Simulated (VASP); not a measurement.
# Pb (Im-3m) in VASP: settings compared, part 2 of 3

VASP 6.6.1.

**4. Single point, BLYP+D3(BJ)**

This run uses another cell than the first one, of 30.54 Å³/atom, 0.971 times its volume.

Input file INCAR:

```
SYSTEM = Pb
AGGAC = 1.0 ; AGGAX = 1.0
ALDAC = 0.0 ; ALDAX = 1.0
ALGO = Fast ; EDIFF = 1E-7
ENCUT = 520 ; GGA = B5
ISIF = 2 ; ISMEAR = -1
IVDW = 12 ; LASPH = .TRUE.
LCHARG = .TRUE. ; LELF = .TRUE.
LREAL = .FALSE. ; LVHAR = .TRUE.
LWAVE = .FALSE. ; NBANDS = 13
NELM = 80 ; PREC = Accurate
SIGMA = 0.05 ; VDW_A1 = 0.4298
VDW_A2 = 4.2359 ; VDW_S6 = 1.0
VDW_S8 = 2.6996
```

Input file KPOINTS:

```
k-points
0
G
  9 9 9
  0 0 0
```

Input file POSCAR:

```
Pb
1.0
   -1.9691856130      1.9691856130      1.9691856130
    1.9691856130     -1.9691856130      1.9691856130
    1.9691856130      1.9691856130     -1.9691856130
Pb
1
Direct
    0.0000000000      0.0000000000      0.0000000000
```

Potentials or basis: VASP PAW PBE potentials, release 64 (Pb_d).

Launch:

```bash
> cat potpaw_PBE.64/Pb_d/POTCAR > POTCAR
> mpirun -np 1 vasp_std > vasp.out
```

OUTCAR:

```text
SYSTEM = Pb
   EDIFF = 1E-7
   ENCUT = 520
   GGA = B5
   ISIF = 2
   ISMEAR = -1
   IVDW = 12
   LASPH = .TRUE.
   LREAL = .FALSE.
   NELM = 80
   PREC = Accurate
 IVDW          = 12

 ion  position               nearest neighbor table
   1  0.000  0.000  0.000-

  LATTYP: Found a body centered cubic cell.
 ALAT       =     3.9383712260

  Lattice vectors:

 A1 = (  -1.9691856130,   1.9691856130,   1.9691856130)
 A2 = (   1.9691856130,  -1.9691856130,   1.9691856130)
 A3 = (   1.9691856130,   1.9691856130,  -1.9691856130)

Analysis of symmetry for initial positions (statically):
=====================================================================
 Subroutine PRICEL returns:
 Original cell was already a primitive cell.

 Routine SETGRP: Setting up the symmetry group for a
 body centered cubic supercell.

 Subroutine GETGRP returns: Found 48 space group operations
 (whereof 48 operations were pure point group operations)
 out of a pool of 48 trial point group operations.

The static configuration has the point symmetry O_h .

Analysis of symmetry for dynamics (positions and initial velocities):
=====================================================================
 Subroutine PRICEL returns:
 Original cell was already a primitive cell.

 Routine SETGRP: Setting up the symmetry group for a
 body centered cubic supercell.

 Subroutine GETGRP returns: Found 48 space group operations
 (whereof 48 operations were pure point group operations)
 out of a pool of 48 trial point group operations.

The dynamic configuration has the point symmetry O_h .

 Subroutine INISYM returns: Found 48 space group operations
 (whereof 48 operations are pure point group operations),
 and found     1 'primitive' translations

----------------------------------------------------------------------------------------

                                     Primitive cell

  volume of cell :      30.5436

  direct lattice vectors                    reciprocal lattice vectors
    -1.969185613  1.969185613  1.969185613     0.000000000  0.253912072  0.253912072
     1.969185613 -1.969185613  1.969185613     0.253912072  0.000000000  0.253912072
     1.969185613  1.969185613 -1.969185613     0.253912072  0.253912072  0.000000000

  length of vectors
     3.410729531  3.410729531  3.410729531     0.359085896  0.359085896  0.359085896

  position of ions in fractional coordinates (direct lattice)
     0.000000000  0.000000000  0.000000000

  ion indices of the primitive-cell ions
   primitive index   ion index
                 1           1

----------------------------------------------------------------------------------------

 KPOINTS: k-points

Automatic generation of k-mesh.
 Grid dimensions read from file:
 generate k-points for:    9    9    9

 Generating k-lattice:

  Cartesian coordinates                     Fractional coordinates (reciprocal lattice)
     0.000000000  0.028212452  0.028212452     0.111111111  0.000000000  0.000000000
     0.028212452  0.000000000  0.028212452     0.000000000  0.111111111  0.000000000
     0.028212452  0.028212452  0.000000000     0.000000000  0.000000000  0.111111111

  Length of vectors
     0.039898433  0.039898433  0.039898433

  Shift w.r.t. Gamma in fractional coordinates (k-lattice)
     0.000000000  0.000000000  0.000000000

 Subroutine IBZKPT returns following result:
 ===========================================

 Found     35 irreducible k-points:

 Following reciprocal coordinates:
            Coordinates               Weight
  0.000000  0.000000  0.000000      1.000000
  0.111111  0.000000  0.000000     12.000000
  0.222222  0.000000  0.000000     12.000000
  0.333333  0.000000  0.000000     12.000000
  0.444444  0.000000  0.000000     12.000000
  0.111111  0.111111  0.000000     24.000000
[... 16 lines left out ...]
 -0.333333  0.444444  0.111111     48.000000
 -0.444444 -0.444444  0.111111     24.000000
 [... further k-points ...]
   k-points           NKPTS =     35   k-points in BZ     NKDIM =     35   number of bands    NBANDS=     13
   number of dos      NEDOS =    301   number of ions     NIONS =      1
   total plane-waves  NPLWV =  21952
   dimension x,y,z NGX =    28 NGY =   28 NGZ =   28
   dimension x,y,z NGXF=    56 NGYF=   56 NGZF=   56
   ions per type =               1
   NGX,Y,Z   is equivalent  to a cutoff of  13.65, 13.65, 13.65 a.u.
   NGXF,Y,Z  is equivalent  to a cutoff of  27.30, 27.30, 27.30 a.u.
 SYSTEM =  Pb
   PREC   = accura    normal or accurate (medium, high low for compatibility)
   ISTART =      0    job   : 0-new  1-cont  2-samecut
   ICHARG =      2    charge: 1-file 2-atom 10-const
   ISPIN  =      1    spin polarized calculation?
   LNONCOLLINEAR =      F non collinear calculations
   LSORBIT =      F    spin-orbit coupling
   LASPH  =      T    aspherical Exc in radial PAW
   ENCUT  =  520.0 eV  38.22 Ry    6.18 a.u.   6.34  6.34  6.34*2*pi/ulx,y,z
   NELM   =     80;   NELMIN=  2; NELMDL= -5     # of ELM steps
   EDIFF  = 0.1E-06   stopping-criterion for ELM
   LREAL  =      F    real-space projection
   EDIFFG = 0.1E-05   stopping-criterion for IOM
   NSW    =      0    number of steps for IOM
   IBRION =     -1    ionic relax: 0-MD 1-quasi-New 2-CG
   NFREE  =      0    steps in history (QN), initial steepest desc. (CG)
   ISIF   =      2    stress and relaxation
   ISYM   =      2    0-nonsym 1-usesym 2-fastsym
   POTIM  = 0.5000    time-step for ionic-motion
   TEBEG  =    0.0;   TEEND  =   0.0 temperature during run
   PSTRESS=    0.0 pullay stress
   NELECT =      14.0000    total number of electrons
   NUPDOWN=      -1.0000    fix difference up-down
   EMIN   =  10.00;   EMAX   =-10.00  energy-range for DOS
   EFERMI =   0.00;   METHOD = LEGACY
   ISMEAR =    -1;   SIGMA  =   0.05  broadening in eV -4-tet -1-fermi 0-gaus
   EFERMI_NEDOS =   21; number of points for ismear=-14 and -15
   IALGO  =     68    algorithm
   IMIX   =      4    mixing-type and parameters
     AMIX     =   0.40;   BMIX     =  1.00
     AMIX_MAG =   1.60;   BMIX_MAG =  1.00
  volume/ion in A,a.u.               =      30.54       206.12
  Fermi-wavevector in a.u.,A,eV,Ry     =   1.262247  2.385300 21.677705  1.593266
  Thomas-Fermi vector in A             =   2.395664
   LORBIT       =      0    0 simple, 1 ext, 2 COOP (PROOUT), +10 PAW based schemes
   GGA     = B5    functional components
   LHFCALC =     F    Hartree Fock is set to
   AEXX    =    0.0000 exact exchange contribution
   IVDW    =    12    specifies the selected vdW correction
   LEPSILON=     F    determine dielectric tensor
   LRPA    =     F    only Hartree local field effects (RPA)
 non-spin polarized calculation
 RMM-DIIS sequential band-by-band and
  energy-cutoff  :      520.00
  volume of cell :       30.54
 maximum number of plane-waves:       839
 NGX is ok and might be reduce to    28
   NGX = 13   NGY = 13   NGZ = 13

 number of electron      14.0000004 magnetization

 Free energy of the ion-electron system (eV)
  ---------------------------------------------------
  ext. energy  EPLUGINS =         0.00000000
  ---------------------------------------------------
  free energy    TOTEN  =        -2.74788809 eV

  energy without entropy =       -2.74175999  energy(sigma->0) =       -2.74482404

 E-fermi :   7.7690     XC(G=0):  -9.5671

 val. band max:        7.6703819722   @ k =   0.3333   0.2222  -0.0000
 cond. band min:       7.8634310122   @ k =  -0.2222   0.3333   0.1111
 fundamental gap:      0.1930490400
 Fermi energy:         7.7689575630

 k-point     1 :       0.0000    0.0000    0.0000
  band No.  band energies     occupation
      1      -9.4465      2.00000
      2      -9.4465      2.00000
      3      -9.4465      2.00000
      4      -9.2064      2.00000
      5      -9.2064      2.00000
      6      -4.0509      2.00000
      7      15.0457      0.00000
      8      15.0457      0.00000
      9      15.0457      0.00000
     10      19.0540      0.00000
     11      19.0540      0.00000
     12      19.0540      0.00000
     13      19.8508      0.00000
[... 353 lines left out ...]
 k-point    24 :      -0.4444   -0.4444    0.1111
  band No.  band energies     occupation
      1      -9.4430      2.00000
      2      -9.3870      2.00000
      3      -9.2876      2.00000
      4      -9.2256      2.00000
      5      -9.0861      2.00000
      6       0.1656      2.00000
      7       4.5372      2.00000
      8       8.3922      0.00001
      9      12.1978      0.00000
     10      16.7447      0.00000
     11      18.1502      0.00000
     12      18.9382      0.00000
     13      20.6762      0.00000

 [... further k-points ...]

------------------------ aborting loop because EDIFF is reached ----------------------------------------

 Edisp (eV)   -0.99200

 E8    (eV) :    -0.7794

  FORCE on cell =-STRESS in cart. coord.  units (eV):
  Direction    XX          YY          ZZ          XY          YZ          ZX
  --------------------------------------------------------------------------------------
  -------------------------------------------------------------------------------------
  Total       0.02475     0.02475     0.02475    -0.00000    -0.00000     0.00000
  in kB       1.29824     1.29824     1.29824    -0.00000    -0.00000     0.00000
  external pressure =        1.30 kB  Pullay stress =        0.00 kB

 VOLUME and BASIS-vectors are now :
 -----------------------------------------------------------------------------
  energy-cutoff  :      520.00
  volume of cell :       30.54
      direct lattice vectors                 reciprocal lattice vectors
    -1.969185613  1.969185613  1.969185613     0.000000000  0.253912072  0.253912072
     1.969185613 -1.969185613  1.969185613     0.253912072  0.000000000  0.253912072
     1.969185613  1.969185613 -1.969185613     0.253912072  0.253912072  0.000000000

 POSITION                                       TOTAL-FORCE (eV/Angst)
 -----------------------------------------------------------------------------------
      0.00000      0.00000      0.00000        -0.000000      0.000000     -0.000000
 -----------------------------------------------------------------------------------
    total drift:                               -0.000000     -0.000000     -0.000000

  FREE ENERGIE OF THE ION-ELECTRON SYSTEM (eV)
  ---------------------------------------------------
  free  energy   TOTEN  =        -3.7398877026 eV

  energy  without entropy=       -3.7337596070  energy(sigma->0) =       -3.73682365
```

stdout:

```text
POSCAR found type information on POSCAR Pb
 POSCAR found :  1 types and       1 ions
 scaLAPACK will be used
 -----------------------------------------------------------------------------
|                                                                             |
|                                                                             |
|     You enforced a specific xc type in the INCAR file but a different       |
|     I HOPE YOU KNOW WHAT YOU ARE DOING!                                     |
|                                                                             |
 -----------------------------------------------------------------------------

 LDA part: xc-table for (Slater(with rela. corr.)+VWN5), standard interpolation
 POSCAR, INCAR and KPOINTS ok, starting setup
 FFT: planning ... GRIDC
 FFT: planning ... GRID_SOFT
 FFT: planning ... GRID
 WAVECAR not read
 entering main loop
WARNING in EDDRMM: call to ZHEGV failed, returncode =   8  4     12
```

It took 20 s on 1 thread of Intel Xeon 6975P-C, shared host; peak memory 0.17 GiB.

Results:

```yaml
Free_energy: -3.7399 eV
Pressure: 0.1 GPa
Band_gap_on_the_k_mesh: zero (band 7 reaches 15.05 eV, above the bottom of band 8 at 5.73 eV)
Dispersion_energy_per_atom: -0.992 eV
```

Levels at points of the mesh, in eV from the Fermi level:
| k point | band 3 | band 4 | band 5 | band 6 | band 7 | band 8 | band 9 | band 10 | band 11 | band 12 |
| --- | --- | --- | --- | --- | --- | --- | --- | --- | --- | --- |
| (0.00, 0.00, 0.00) | -17.22 | -16.98 | -16.98 | -11.82 | 7.28 | 7.28 | 7.28 | 11.29 | 11.29 | 11.29 |

Caveat: the PAW data sets were made with another functional, which shifts forces and pressure a little; spin-orbit coupling is left out, which moves the levels of the heavy elements; pairwise dispersion overbinds metals, which lowers pressure and volume.

**5. Relaxation of cell and atoms, BLYP+D4**

This run uses another cell than the first one, of 31.03 Å³/atom, 0.987 times its volume.

Input file INCAR:

```
PREC = Accurate
ENCUT = 600
EDIFF = 1E-6
ISMEAR = -1
SIGMA = 0.05
LREAL = False
LASPH = True
NELM = 60
ALGO = Normal
ISIF = 3
LWAVE = False
LCHARG = False
GGA = B5
ALDAX = 1.0
AGGAX = 1.0
AGGAC = 1.0
ALDAC = 0.0
IVDW = 13
VDW_S6 = 1.0
VDW_S8 = 2.34076671
VDW_A1 = 0.44488865
VDW_A2 = 4.0933009
IBRION = 2
NSW = 60
EDIFFG = -0.01
```

Input file KPOINTS:

```
regular mesh
0
Gamma
  9 9 9
```

Input file POSCAR:

```
Pb
1.0
   -1.9796595667      1.9796595667      1.9796595667
    1.9796595667     -1.9796595667      1.9796595667
    1.9796595667      1.9796595667     -1.9796595667
Pb
1
Direct
    0.0000000000      0.0000000000      0.0000000000
```

Launch:

```bash
> cat potpaw_PBE.64/Pb_d/POTCAR > POTCAR
> mpirun -np 1 vasp_std > vasp.out
```

Wall time 34 s (1 thread of Intel Xeon 6975P-C, shared host); peak memory 0.17 GiB.

The run converged. Its results:

```yaml
Free_energy: -3.5365 eV
Relaxed_volume: 31.55 Å³/atom
Relaxed_cell: a = 3.448 Å, b = 3.448 Å, c = 3.448 Å, α = 109.47°, β = 109.47°, γ = 109.47°
Space_group_after_relaxing_to_0.05_Å: Im-3m (No. 229)
Energy_gained_by_relaxing: 1.1 meV/atom
Ionic_steps: 3
Pressure_after_relaxing: 0.0 GPa
Band_gap_on_the_k_mesh: zero (band 7 reaches 14.40 eV, above the bottom of band 8 at 5.45 eV)
Dispersion_energy_per_atom: -0.760 eV
```

The path:
```tsv
step	energy change (eV)	largest force (eV/Å)	pressure (GPa)	volume (Å³)
1	0.0000	0.0000	0.67	31.03
2	-0.0011	0.0000	-0.08	31.62
3	-0.0011	0.0000	0.00	31.55
```

Final structure:
```
Pb
1.0
    -1.99065    1.99065    1.99065
     1.99065   -1.99065    1.99065
     1.99065    1.99065   -1.99065
Pb
1
Direct
  0.00000 0.00000 0.00000
```

Levels at points of the mesh, in eV from the Fermi level:
```tsv
k point	band 3	band 4	band 5	band 6	band 7	band 8	band 9	band 10	band 11
(0.00, 0.00, 0.00)	-17.17	-16.95	-16.95	-11.59	7.01	7.01	7.01	11.25	11.25
```

Caveat: the PAW data sets were made with another functional, which shifts forces and pressure a little; spin-orbit coupling is left out, which moves the levels of the heavy elements; pairwise dispersion overbinds metals, which lowers pressure and volume.

[end of part 2 of 3]
